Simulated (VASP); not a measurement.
Wanted: the native input for a VASP 6.6.1 run.

- Task: single point
- Functional: LDA
- Potentials or basis: VASP PAW LDA potentials, release 64 (Ga_d)
- Cutoff: 520 eV
- k mesh: 14 × 14 × 14
- Occupations: fermi-dirac, width 0.136057 eV
- Spin: no spin polarisation
- Dipole correction: no
- Further INCAR settings: ALGO = Normal; EDIFF = 1e-06; NBANDS = 12

The structure of Ga lies in POSCAR:

```
Ga
1.0
    0.0000000000      2.0468124167      2.0468124167
    2.0468124167      0.0000000000      2.0468124167
    2.0468124167      2.0468124167      0.0000000000
Ga
1
Direct
    0.0000000000      0.0000000000      0.0000000000
```

One way to write it, as run:

INCAR

```
SYSTEM = Ga
  PREC = Accurate
  ENCUT = 520
  EDIFF = 1E-6
  ISMEAR = -1
  SIGMA = 0.13605693000000002
  LREAL = .False.
  LASPH = .True.
  NELM = 100
  ALGO = Normal
  ISIF = 2
  LWAVE = .False.
  LCHARG = .False.
  GGA = CA
  NBANDS = 12
```

KPOINTS

```
regular mesh
0
Gamma
  14 14 14
  0 0 0
```

Potentials or basis: VASP PAW LDA potentials, release 64 (Ga_d).

The run is started by

```sh
$ cat potpaw_LDA.64/Ga_d/POTCAR > POTCAR
$ mpirun -np 1 vasp_std > vasp.out
```

Results of the run:

The pressure is -0.1 GPa.

Run time: 7.7 s on 1 thread of Intel(R) Xeon(R) Platinum 8488C (Sapphire Rapids), on a shared host, peak memory 0.14 GiB.
